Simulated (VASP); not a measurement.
Input of a VASP 6.6.1 run:

Contents of INCAR:

```
SYSTEM = Re
PREC = Accurate
ENCUT = 520
EDIFF = 1E-6
ISMEAR = -1
SIGMA = 0.02
LREAL = .FALSE.
LASPH = .TRUE.
NELM = 100
ALGO = Normal
ISIF = 2
LWAVE = .FALSE.
LCHARG = .FALSE.
GGA = PS
NBANDS = 14
```

Contents of KPOINTS:

```
Automatic mesh
0
G
  12 12 7
  0 0 0
```

Contents of POSCAR:

```
Re
1.0
    2.7971304821      0.0000000000      0.0000000000
   -1.3985652410      2.4223861213      0.0000000000
    0.0000000000      0.0000000000      4.5168672541
Re
2
Direct
    0.3333333333      0.6666666667      0.2500000000
    0.6666666667      0.3333333333      0.7500000000
```

Potentials or basis: VASP PAW PBE potentials, release 64 (Re).

Command:

```console
$ cat potpaw_PBE.64/Re/POTCAR > POTCAR
$ mpirun -np 1 vasp_std > vasp.out
```

(1) Estimate the pressure.

(2) Estimate the band gap on the k mesh.

Results:

(1) -18.0 GPa.

(2) zero (band 7 reaches 8.50 eV, above the bottom of band 8 at 5.75 eV).

Caveat: the PAW data sets were made with another functional, which shifts forces and pressure a little; spin-orbit coupling is left out, which moves the levels of the heavy elements.
